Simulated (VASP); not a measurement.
Here is a VASP 6.6.1 calculation.

INCAR

```
SYSTEM = Ni
ALGO     = Normal         ! electronic algorithm
DIPOL    = 0.5 0.5 0.500
EDIFF    = 1E-7           ! SCF threshold, eV
ENCUT    = 520            ! plane-wave cutoff, eV
GGA      = PE             ! functional
IDIPOL   = 3            
ISIF     = 2              ! what is computed and relaxed
ISMEAR   = 0              ! smearing method
ISPIN    = 2              ! spin polarisation
KPAR     = 4            
LASPH    = .TRUE.         ! aspherical terms in the spheres
LCHARG   = .TRUE.         ! write CHGCAR
LDIPOL   = .TRUE.       
LMAXMIX  = 4              ! l up to which the mixer works
LORBIT   = 11             ! projections on sites
LREAL    = .FALSE.        ! projectors in reciprocal space
LVACPOTAV= .TRUE.       
LVHAR    = .TRUE.       
LWAVE    = .FALSE.        ! write WAVECAR
MAGMOM   = 0.75 0.75 0.75 0.75 0.75 0.75 0.75 0.75 0.75 0.75 ! initial moments
NBANDS   = 65             ! bands
NELM     = 150            ! most SCF steps
PREC     = Accurate       ! precision mode
SIGMA    = 0.1            ! smearing width, eV
```

The input KPOINTS:

```
k-points
0
G
  8 8 1
  0 0 0
```

Contents of POSCAR:

```
Ni
1.0
    3.5184756067      0.0000000000      0.0000000000
    0.0000000000      3.5184756067      0.0000000000
    0.0000000000      0.0000000000     24.0369512134
Ni
10
Direct
    0.0000000000      0.5000000000      0.3536222179
    0.5000000000      0.0000000000      0.3536222179
    0.5000000000      0.5000000000      0.4268111090
    0.0000000000      0.0000000000      0.4268111090
    0.0000000000      0.5000000000      0.5003510240
    0.5000000000      0.0000000000      0.5003510240
    0.5000000000      0.5000000000      0.5742246197
    0.0000000000      0.0000000000      0.5742246197
    0.0000000000      0.5000000000      0.6445716647
    0.5000000000      0.0000000000      0.6445716647
```

Potentials or basis: VASP PAW PBE potentials, release 64 (Ni).

The run is started by

```bash
$ cat potpaw_PBE.64/Ni/POTCAR > POTCAR
$ mpirun -np 4 vasp_std > vasp.out
```

**Question.** Estimate the site moments.

**Answer.** Ni +0.74, +0.65, +0.64, +0.73 μB.

**Question.** Predict the net moment.

**Answer.** 6.64 μB per cell.

**Question.** What does it give for the largest force?

**Answer.** 0.332 eV/Å.

Forces on the atoms (eV/Å):
```
Ni   0.000  0.000  0.332
Ni   0.000  0.000  0.332
Ni   0.000  0.000 -0.331
Ni   0.000  0.000 -0.331
Ni   0.000  0.000  0.002
Ni   0.000  0.000  0.002
Ni   0.000  0.000 -0.023
Ni   0.000  0.000 -0.023
Ni   0.000  0.000  0.021
Ni   0.000  0.000  0.021
```
